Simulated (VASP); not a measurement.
# S (I4/mmm) in VASP: further runs

S is run at these levels: LDA; tasks: single point.

Program: VASP 6.6.1. These are calculated values, not measurements. Logs are shortened: lines on timing, memory, paths and dates and some standing lists are left out, and cuts for length are marked.

**1. The cell of the first run**

The structure is tetragonal, space group I4/mmm (No. 139). The conventional cell has a = 2.736 Å, b = 2.736 Å, c = 4.049 Å, α = 90.00°, β = 90.00°, γ = 90.00°. Within 3.6 Å of S (site symmetry 4/mmm) lie 12 S at 2.74 to 2.80 Å.

**2. Single point, LDA (strain -0.030 along x and y, +0.015 along z)**

INCAR

```
  PREC = Accurate
  ENCUT = 520
  EDIFF = 1E-6
  ISMEAR = 0
  SIGMA = 0.15
  LREAL = F
  LASPH = T
  NELM = 100
  ALGO = Normal
  ISIF = 2
  LWAVE = F
  LCHARG = F
  NBANDS = 9
```

KPOINTS

```
regular mesh
0
Gamma
  20 20 20
```

POSCAR

```
S
1.0
    0.0000000000      1.9345198337      2.0242655992
    1.9345198337      0.0000000000      2.0242655992
    1.9345198337      1.9345198337      0.0000000000
S
1
Direct
    0.0000000000      0.0000000000      0.0000000000
```

Potentials or basis: VASP PAW LDA potentials, release 64 (S).

Started as:

```
cat potpaw_LDA.64/S/POTCAR > POTCAR
mpirun -np 1 vasp_std > vasp.out
```

OUTCAR:

```text
PREC = Accurate
   ENCUT = 520
   EDIFF = 1E-6
   ISMEAR = 0
   LREAL = F
   LASPH = T
   NELM = 100
   ISIF = 2

 ion  position               nearest neighbor table
   1  0.000  0.000  0.000-

  LATTYP: Found a body centered tetragonal cell.
 ALAT       =     2.7358241855
 C/A-ratio  =     1.4798214081

  Lattice vectors:

 A1 = (  -1.9345198337,   0.0000000000,   2.0242655992)
 A2 = (   1.9345198337,   0.0000000000,   2.0242655992)
 A3 = (   0.0000000000,   1.9345198337,  -2.0242655992)

Analysis of symmetry for initial positions (statically):
=====================================================================
 Subroutine PRICEL returns:
 Original cell was already a primitive cell.

 Routine SETGRP: Setting up the symmetry group for a
 body centered tetragonal supercell.

 Subroutine GETGRP returns: Found 16 space group operations
 (whereof 16 operations were pure point group operations)
 out of a pool of 16 trial point group operations.

The static configuration has the point symmetry D_4h.

Analysis of symmetry for dynamics (positions and initial velocities):
=====================================================================
 Subroutine PRICEL returns:
 Original cell was already a primitive cell.

 Routine SETGRP: Setting up the symmetry group for a
 body centered tetragonal supercell.

 Subroutine GETGRP returns: Found 16 space group operations
 (whereof 16 operations were pure point group operations)
 out of a pool of 16 trial point group operations.

The dynamic configuration has the point symmetry D_4h.

 Subroutine INISYM returns: Found 16 space group operations
 (whereof 16 operations are pure point group operations),
 and found     1 'primitive' translations

----------------------------------------------------------------------------------------

                                     Primitive cell

  volume of cell :      15.1511

  direct lattice vectors                    reciprocal lattice vectors
     0.000000000  1.934519834  2.024265599    -0.258462070  0.258462070  0.247003160
     1.934519834  0.000000000  2.024265599     0.258462070 -0.258462070  0.247003160
     1.934519834  1.934519834  0.000000000     0.258462070  0.258462070 -0.247003160

  length of vectors
     2.800003251  2.800003251  2.735824185     0.441152858  0.441152858  0.441152858

  position of ions in fractional coordinates (direct lattice)
     0.000000000  0.000000000  0.000000000

  ion indices of the primitive-cell ions
   primitive index   ion index
                 1           1

----------------------------------------------------------------------------------------

 KPOINTS: regular mesh

Automatic generation of k-mesh.
 Grid dimensions read from file:
 generate k-points for:   20   20   20

 Generating k-lattice:

  Cartesian coordinates                     Fractional coordinates (reciprocal lattice)
    -0.012923103  0.012923103  0.012350158     0.050000000  0.000000000  0.000000000
     0.012923103 -0.012923103  0.012350158     0.000000000  0.050000000  0.000000000
     0.012923103  0.012923103 -0.012350158     0.000000000  0.000000000  0.050000000

  Length of vectors
     0.022057643  0.022057643  0.022057643

  Shift w.r.t. Gamma in fractional coordinates (k-lattice)
     0.000000000  0.000000000  0.000000000

 Subroutine IBZKPT returns following result:
 ===========================================

 Found    641 irreducible k-points:

 Following reciprocal coordinates:
            Coordinates               Weight
  0.000000  0.000000  0.000000      1.000000
  0.050000 -0.000000  0.000000      8.000000
  0.100000 -0.000000  0.000000      8.000000
  0.150000  0.000000  0.000000      8.000000
  0.200000 -0.000000  0.000000      8.000000
  0.250000 -0.000000  0.000000      8.000000
[... 16 lines left out ...]
 -0.400000  0.050000  0.000000      8.000000
 -0.350000  0.050000  0.000000      8.000000
 [... further k-points ...]
   k-points           NKPTS =    641   k-points in BZ     NKDIM =    641   number of bands    NBANDS=      9
   number of dos      NEDOS =    301   number of ions     NIONS =      1
   total plane-waves  NPLWV =  11520
   dimension x,y,z NGX =    24 NGY =   24 NGZ =   20
   dimension x,y,z NGXF=    48 NGYF=   48 NGZF=   40
   ions per type =               1
   NGX,Y,Z   is equivalent  to a cutoff of  14.25, 14.25, 12.15 a.u.
   NGXF,Y,Z  is equivalent  to a cutoff of  28.50, 28.50, 24.31 a.u.
 SYSTEM =  unknown system
   PREC   = accura    normal or accurate (medium, high low for compatibility)
   ISTART =      0    job   : 0-new  1-cont  2-samecut
   ICHARG =      2    charge: 1-file 2-atom 10-const
   ISPIN  =      1    spin polarized calculation?
   LNONCOLLINEAR =      F non collinear calculations
   LSORBIT =      F    spin-orbit coupling
   LASPH  =      T    aspherical Exc in radial PAW
   ENCUT  =  520.0 eV  38.22 Ry    6.18 a.u.   5.21  5.21  5.09*2*pi/ulx,y,z
   NELM   =    100;   NELMIN=  2; NELMDL= -5     # of ELM steps
   EDIFF  = 0.1E-05   stopping-criterion for ELM
   LREAL  =      F    real-space projection
   EDIFFG = 0.1E-04   stopping-criterion for IOM
   NSW    =      0    number of steps for IOM
   IBRION =     -1    ionic relax: 0-MD 1-quasi-New 2-CG
   NFREE  =      0    steps in history (QN), initial steepest desc. (CG)
   ISIF   =      2    stress and relaxation
   ISYM   =      2    0-nonsym 1-usesym 2-fastsym
   POTIM  = 0.5000    time-step for ionic-motion
   TEBEG  =    0.0;   TEEND  =   0.0 temperature during run
   PSTRESS=    0.0 pullay stress
   NELECT =       6.0000    total number of electrons
   NUPDOWN=      -1.0000    fix difference up-down
   EMIN   =  10.00;   EMAX   =-10.00  energy-range for DOS
   EFERMI =   0.00;   METHOD = LEGACY
   ISMEAR =     0;   SIGMA  =   0.15  broadening in eV -4-tet -1-fermi 0-gaus
   EFERMI_NEDOS =   21; number of points for ismear=-14 and -15
   IALGO  =     38    algorithm
   IMIX   =      4    mixing-type and parameters
     AMIX     =   0.40;   BMIX     =  1.00
     AMIX_MAG =   1.60;   BMIX_MAG =  1.00
  volume/ion in A,a.u.               =      15.15       102.24
  Fermi-wavevector in a.u.,A,eV,Ry     =   1.202202  2.271832 19.664346  1.445289
  Thomas-Fermi vector in A             =   2.337989
   LORBIT       =      0    0 simple, 1 ext, 2 COOP (PROOUT), +10 PAW based schemes
   GGA     = CA    functional components
   LHFCALC =     F    Hartree Fock is set to
   AEXX    =    0.0000 exact exchange contribution
   IVDW    =     0    specifies the selected vdW correction
   LEPSILON=     F    determine dielectric tensor
   LRPA    =     F    only Hartree local field effects (RPA)
 non-spin polarized calculation
 Gauss-broadening in eV      SIGMA  =   0.15
  energy-cutoff  :      520.00
  volume of cell :       15.15
 maximum number of plane-waves:       421
 NGX is ok and might be reduce to    24
   NGX = 11   NGY = 11   NGZ = 11

 number of electron       5.9999999 magnetization

 Free energy of the ion-electron system (eV)
  ---------------------------------------------------
  ext. energy  EPLUGINS =         0.00000000
  ---------------------------------------------------
  free energy    TOTEN  =        -3.69710379 eV

  energy without entropy =       -3.68896529  energy(sigma->0) =       -3.69303454

 E-fermi :   8.0143     XC(G=0): -11.5540

 val. band max:        8.0074288255   @ k =  -0.3500   0.4000   0.0500
 cond. band min:       8.0226194594   @ k =  -0.3500   0.0000   0.3500
 fundamental gap:      0.0151906339
 Fermi energy:         8.0142554731

 k-point     1 :       0.0000    0.0000    0.0000
  band No.  band energies     occupation
      1      -9.1193      2.00000
      2      11.3795      0.00000
      3      11.4415      0.00000
      4      11.4415      0.00000
      5      19.7341      0.00000
      6      20.3698      0.00000
      7      20.3698      0.00000
      8      22.9179      0.00000
      9      24.8641      0.00000

 k-point     2 :       0.0500   -0.0000    0.0000
  band No.  band energies     occupation
      1      -9.0572      2.00000
      2      11.0570      0.00000
      3      11.3393      0.00000
      4      11.4032      0.00000
      5      19.7938      0.00000
      6      20.3054      0.00000
      7      20.4792      0.00000
      8      23.1146      0.00000
      9      24.6863      0.00000

 k-point     3 :       0.1000   -0.0000    0.0000
  band No.  band energies     occupation
      1      -8.8714      2.00000
      2      10.0897      0.00000
      3      11.1692      0.00000
      4      11.2971      0.00000
      5      19.6791      0.00000
      6      20.3721      0.00000
      7      20.7764      0.00000
      8      23.6955      0.00000
      9      24.3043      0.00000

 k-point     4 :       0.1500    0.0000    0.0000
  band No.  band energies     occupation
      1      -8.5642      2.00000
      2       8.7506      0.00000
      3      10.9301      0.00000
      4      11.1454      0.00000
      5      19.2713      0.00000
      6      20.6071      0.00000
      7      21.1525      0.00000
      8      24.0557      0.00000
      9      24.5472      0.00000
[... 205 lines left out ...]
 k-point    22 :      -0.4500    0.0500    0.0000
  band No.  band energies     occupation
      1      -4.7575      2.00000
      2       0.3660      2.00000
      3       9.3036      0.00000
      4      10.3602      0.00000
      5      17.7337      0.00000
      6      18.9195      0.00000
      7      19.9498      0.00000
      8      25.6169      0.00000
      9      29.3003      0.00000

 k-point    23 :      -0.4000    0.0500    0.0000
  band No.  band energies     occupation
      1      -5.2621      2.00000
      2       1.1137      2.00000
      3       9.3090      0.00000
      4      10.4850      0.00000
      5      17.8001      0.00000
      6      19.2021      0.00000
      7      20.0342      0.00000
      8      25.7100      0.00000
      9      28.1948      0.00000

 k-point    24 :      -0.3500    0.0500    0.0000
  band No.  band energies     occupation
      1      -5.9546      2.00000
      2       2.2597      2.00000
      3       9.3851      0.00000
      4      10.6366      0.00000
      5      17.9410      0.00000
      6      19.5860      0.00000
      7      20.2662      0.00000
      8      25.8625      0.00000
      9      26.9210      0.00000

 [... further k-points ...]

------------------------ aborting loop because EDIFF is reached ----------------------------------------

  FORCE on cell =-STRESS in cart. coord.  units (eV):
  Direction    XX          YY          ZZ          XY          YZ          ZX
  --------------------------------------------------------------------------------------
  -------------------------------------------------------------------------------------
  Total       -0.3883075     -0.3883075     -0.0255099      0.0000000      0.0000000     -0.0000000
  in kB      -41.0622235    -41.0622235     -2.6975894      0.0000000      0.0000000     -0.0000000
  external PRESSURE =     -28.2740121 kB  Pullay stress =       0.0000000 kB

 VOLUME and BASIS-vectors are now :
 -----------------------------------------------------------------------------
  energy-cutoff  :      520.00
  volume of cell :       15.15
      direct lattice vectors                 reciprocal lattice vectors
     0.000000000  1.934519834  2.024265599    -0.258462070  0.258462070  0.247003160
     1.934519834  0.000000000  2.024265599     0.258462070 -0.258462070  0.247003160
     1.934519834  1.934519834  0.000000000     0.258462070  0.258462070 -0.247003160

 POSITION                                       TOTAL-FORCE (eV/Angst)
 -----------------------------------------------------------------------------------
      0.00000      0.00000      0.00000         0.000000      0.000000      0.000000
 -----------------------------------------------------------------------------------
    total drift:                                0.000000     -0.000000     -0.000000

  FREE ENERGIE OF THE ION-ELECTRON SYSTEM (eV)
  ---------------------------------------------------
  free  energy   TOTEN  =        -3.6971037897 eV

  energy  without entropy=       -3.6889652871  energy(sigma->0) =       -3.69303454
```

Run time: 63 s. Hardware: 1 thread of Intel Xeon 8259CL, shared host; peak memory 0.18 GiB.

What came out:

```yaml
Free_energy: -3.6971 eV
Pressure: -2.8 GPa
Band_gap_on_the_k_mesh: zero (band 3 reaches 11.44 eV, above the bottom of band 4 at 5.15 eV)
```

Levels at points of the mesh, in eV from the Fermi level:
| k point | band 1 | band 2 | band 3 | band 4 | band 5 | band 6 | band 7 | band 8 |
| --- | --- | --- | --- | --- | --- | --- | --- | --- |
| (0.00, 0.00, 0.00) | -17.13 | 3.37 | 3.43 | 3.43 | 11.72 | 12.36 | 12.36 | 14.90 |
| (0.50, 0.00, 0.00) | -12.71 | -7.85 | 1.68 | 2.36 | 9.35 | 11.05 | 11.78 | 17.21 |
| (0.50, 0.50, 0.00) | -11.35 | -7.03 | -0.47 | -0.47 | 5.66 | 5.91 | 22.50 | 23.76 |
| (0.50, 0.00, 0.50) | -10.70 | -6.66 | -1.31 | -0.85 | 4.95 | 5.54 | 22.19 | 22.96 |

Caveat: the cell differs from its parent crystal (strain -0.030 along x and y, +0.015 along z).

(Part 1 of 2 ends here.)
